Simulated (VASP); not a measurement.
## Mg: single point with PBE

Mg:

```
Mg
1.0
     3.21464    0.00000    0.00000
    -1.60732    2.78396    0.00000
     0.00000    0.00000    5.21897
Mg
2
Direct
  0.32614 0.65961 0.24673
  0.66336 0.34212 0.74945
```

* Program: VASP 6.6.1
* Task: single point
* Functional: PBE
* Potentials or basis: VASP PAW PBE potentials, release 64 (Mg)
* Cutoff: 520 eV
* k mesh: 7 × 7 × 4
* Occupations: methfessel-paxton, width 0.3 eV
* Spin: no spin polarisation
* Dipole correction: no
* Further INCAR settings: ALGO = Normal; EDIFF = 1e-07; NBANDS = 9

```json
{
  "Pressure": "-0.5 GPa",
  "Largest force": "0.053 eV/Å",
  "Band gap on the k mesh": "zero (bands 2 and 3 overlap by 2.03 eV)"
}
```

Forces on the atoms (eV/Å):
```
Mg  -0.009  0.027  0.045
Mg   0.009 -0.027 -0.045
```

Stress tensor (GPa, compression positive):
```
-1.39 -0.02  0.00
-0.02 -1.55  0.01
 0.00  0.01  1.35
```

Levels at points of the mesh, in eV from the Fermi level:
```
           k point  band 1  band 2  band 3  band 4  band 5
(0.00, 0.00, 0.00)   -6.88   -1.67   -1.26   10.82   10.83
(0.00, 0.00, 0.50)   -5.52   -5.48    4.96    4.97   11.55
```

Wall time 32 s on 1 thread of Intel Xeon 8259CL, on a shared host, peak memory 0.18 GiB.

Caveat: so wide a smearing shifts energies and pressures.
